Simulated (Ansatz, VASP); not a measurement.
Ru: VASP beside Ansatz

```
CELL_PARAMETERS angstrom
2.68952 0.00000 0.00000
-1.34476 2.32920 0.00000
0.00000 0.00000 27.75576
ATOMIC_POSITIONS crystal
Ru 0.33333 0.66667 0.27277
Ru 0.66667 0.33333 0.34638
Ru 0.33333 0.66667 0.42304
Ru 0.66667 0.33333 0.50000
Ru 0.33333 0.66667 0.57696
Ru 0.66667 0.33333 0.65362
Ru 0.33333 0.66667 0.72723
```

Alike in both runs: functional PBEsol; k mesh 15 × 15 × 1; occupations gaussian, width 0.1 eV; no spin polarisation.

Ansatz relaxed the structure, and its values are those at the end. VASP's run is a single point on that final structure, the one shown.

```csv
,VASP,Ansatz
version,VASP 6.6.1,Ansatz 0.2.0
potentials or method,"VASP PAW PBE potentials, release 64 (Ru_pv), cutoff 520 eV","scalar-relativistic, plane waves, PAW"
valence electrons in the cell,98,112
```

Ansatz gave:

```
gap on the k mesh at the Fermi level (eV) : none
rms of the force components (eV/Å)        : 0.001
```

Q: Which values does VASP return?

A: gap on the k mesh at the Fermi level (eV): none; rms of the force components (eV/Å): 0.006.

VASP's potentials were made for PBE, not for PBEsol. A gap of «none» marks a metal or a gap that the smearing closes. The functional is the same, so the differences come from potentials, cutoffs and numerics. VASP's potentials hold 98 valence electrons a cell and Ansatz's 112, so a difference there can come from the potentials and not from the codes. Ansatz's warnings: xc potential rough in thin density.
